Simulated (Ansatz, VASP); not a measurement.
**AgCl in VASP and in Ansatz**

INCAR

```
SYSTEM = AgCl
  PREC = Accurate
  ENCUT = 520
  EDIFF = 1E-7
  ISMEAR = 0
  SIGMA = 0.05
  LREAL = .False.
  LASPH = .True.
  NELM = 80
  ALGO = Normal
  ISIF = 2
  LWAVE = .False.
  LCHARG = .False.
  GGA = PE
  NBANDS = 16
```

KPOINTS

```
Automatic mesh
0
Gamma
  8 8 8
  0 0 0
```

POSCAR

```
AgCl
1.0
    0.0000000000      2.7731500000      2.7731500000
    2.7731500000      0.0000000000      2.7731500000
    2.7731500000      2.7731500000      0.0000000000
Ag Cl
1 1
Direct
    0.4887312262      0.4887312262      0.5112687738
    0.0000000000      0.0000000000      0.0000000000
```

Input for Ansatz:

```yaml
crystal:
  lattice:
    - [0.0, 2.77315, 2.77315]
    - [2.77315, 0.0, 2.77315]
    - [2.77315, 2.77315, 0.0]
  atoms:
    - { symbol: Ag, position: [0.4887312262, 0.4887312262, 0.5112687738] }
    - { symbol: Cl, position: [0.0, 0.0, 0.0] }
basis:
  ecutwfc: 420
kpoints:
  mp_grid: { grid: [8, 8, 8] }
hamiltonian:
  xc: pbe
scf:
  occupations: { method: gaussian, width: 0.05 }
output:
  forces: true
  stress: true
  eigenvalues: true
```

Change from the starting cell: all Ag atoms moved +0.062 Å, as atom 1 towards its neighbour atom 2 (Cl) at 2.773 Å.

Alike in both runs: task single point; functional PBE; k mesh 8 × 8 × 8; occupations gaussian, width 0.05 eV; no spin polarisation.

|  | VASP | Ansatz |
| --- | --- | --- |
| version | VASP 6.6.1 | Ansatz 0.2.0 |
| potentials or method | VASP PAW PBE potentials, release 64 (Ag, Cl), cutoff 520 eV | scalar-relativistic, plane waves, PAW |
| valence electrons in the cell | 18 | 26 |

VASP gave:

| Quantity | Value |
| --- | --- |
| gap on the k mesh at the Fermi level (eV) | 0.91 |
| least direct gap on the mesh (eV) | 3.03 |
| pressure (GPa) | 1.5 |
| traceless stress, the component that is largest in VASP (GPa) | 0.12 |
| rms of the force components (eV/Å) | 0.042 |

Task: What did Ansatz give for the same quantities?

Result: gap on the k mesh at the Fermi level (eV): 0.92; least direct gap on the mesh (eV): 3.03; pressure (GPa): 1.7; traceless stress, the component that is largest in VASP (GPa): 0.12; rms of the force components (eV/Å): 0.042.

Atom by atom the forces differ by 0.001 eV/Å (rms over components). VASP's potentials hold 18 valence electrons a cell and Ansatz's 26, so a difference there can come from the potentials and not from the codes.
